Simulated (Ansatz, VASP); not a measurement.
**CoO: VASP beside Ansatz**

```
Co O
1.0
     1.50547    0.86918    2.24473
    -1.50547    0.86918    2.24473
     0.00000   -1.73837    2.24473
Co O
1 1
Cartesian
  0.0000 0.0000 0.0000
  0.0000 0.0000 3.3671
```

Change from the starting cell: strain +0.000 along x and y, -0.080 along z, atoms carried along.

Alike in both runs: task single point; functional PBEsol; k mesh 18 × 18 × 18; occupations gaussian, width 0.15 eV; collinear spin.

|  | VASP | Ansatz |
| --- | --- | --- |
| version | VASP 6.6.1 | Ansatz 0.2.0 |
| potentials or method | VASP PAW PBE potentials, release 64 (Co, O), cutoff 520 eV | scalar-relativistic, plane waves, PAW |
| valence electrons in the cell | 15 | 23 |

```csv
,VASP,Ansatz,Ansatz less VASP
gap on the k mesh at the Fermi level (eV),none,none,-
pressure (GPa),2.7,3.5,+0.81
"traceless stress, the component that is largest in VASP (GPa)",-1.14,-1.39,-0.246
net moment per atom (μB),1.29,1.31,+0.023
size of the moment on the site where the two differ most (μB),2.30,2.24,-0.055
```

VASP's potentials were made for PBE, not for PBEsol. Site moments also hang on the region over which each program counts them. A gap of «none» marks a metal or a gap that the smearing closes. VASP's potentials hold 15 valence electrons a cell and Ansatz's 23, so a difference there can come from the potentials and not from the codes.
